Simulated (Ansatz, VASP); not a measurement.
# LaScAs2 in VASP and in Ansatz

Contents of POSCAR:

```
LaScAs2
1.0
    2.0716804998      1.1960852942      6.7125783396
   -2.0716804998      1.1960852942      6.7125783396
    0.0000000000     -2.3921705885      6.7125783396
Sc La As
1 1 2
Direct
    1.0000000000      0.0000000000      0.0000000000
    0.5000000000      0.5000000000      0.5000000000
    0.2595488248      0.2595488248      0.2595488248
    0.7404511752      0.7404511752      0.7404511752
```

INCAR.step1

```
SYSTEM = LaScAs2
PREC = Accurate
ENCUT = 520
ISMEAR = -1
SIGMA = 0.02
LREAL = .False.
LASPH = .True.
NELM = 80
NBANDS = 24
GGA = PE
ALGO = Normal
EDIFF = 1E-4
LWAVE = .True.
LCHARG = .False.
```

Contents of INCAR.step2:

```
SYSTEM = LaScAs2
PREC = Accurate
ENCUT = 520
EDIFF = 1E-7
ISMEAR = -1
SIGMA = 0.02
LREAL = .False.
LASPH = .True.
NELM = 80
ALGO = Normal
ISIF = 2
LWAVE = .False.
LCHARG = .True.
METAGGA = R2SCAN
LMIXTAU = .True.
LELF = .True.
LVHAR = .True.
NBANDS = 24
ISTART = 1
```

Contents of KPOINTS:

```
regular mesh
0
Gamma
  8 8 8
  0 0 0
```

Input for Ansatz:

```yaml
crystal:
  lattice:
    - [2.0716804998, 1.1960852942, 6.7125783396]
    - [-2.0716804998, 1.1960852942, 6.7125783396]
    - [0.0, -2.3921705885, 6.7125783396]
  atoms:
    - { symbol: Sc, position: [1.0, 0.0, 0.0] }
    - { symbol: La, position: [0.5, 0.5, 0.5] }
    - { symbol: As, position: [0.2595488248, 0.2595488248, 0.2595488248] }
    - { symbol: As, position: [0.7404511752, 0.7404511752, 0.7404511752] }
kpoints:
  mp_grid: { grid: [8, 8, 8] }
  band_path:
    path:
      - [0.0, 0.0, 0.0]
      - [0.5, 0.5, 0.5]
      - [0.8121665771, 0.1878334229, 0.5]
      - [0.5, -0.1878334229, 0.1878334229]
      - [0.5, 0.0, 0.0]
      - [0.3439167114, -0.3439167114, 0.0]
      - [0.6560832886, 0.0, 0.3439167114]
      - [0.5, 0.0, 0.5]
    npoints: 1
hamiltonian:
  xc: r2scan
scf:
  occupations: { method: fermi_dirac, width: 0.02 }
  n_extra_bands: 5
output:
  forces: true
  stress: true
  eigenvalues: true
```

Alike in both runs: task single point; functional r2SCAN; k mesh 8 × 8 × 8; occupations fermi-dirac, width 0.02 eV; no spin polarisation.

|  | VASP | Ansatz |
| --- | --- | --- |
| version | VASP 6.6.1 | Ansatz 0.2.0 |
| potentials or method | VASP PAW PBE potentials, release 64 (Sc_sv, La, As) | plane waves, PAW |
| plane-wave cutoff (eV) | 520 | 500 |
| valence electrons in the cell | 32 | 52 |

Ansatz gave:

- pressure (GPa): 0.0
- traceless stress, the component that is largest in VASP (GPa): 0.05
- rms of the force components (eV/Å): 0.002

What did VASP give for the same quantities?

Pressure (GPa): 0.0; traceless stress, the component that is largest in VASP (GPa): 0.04; rms of the force components (eV/Å): 0.014.

VASP's potentials were made for PBE, not for r2SCAN. Atom by atom the forces differ by 0.012 eV/Å (rms over components). VASP's potentials hold 32 valence electrons a cell and Ansatz's 52, so a difference there can come from the potentials and not from the codes.

Spin-orbit coupling is off throughout.
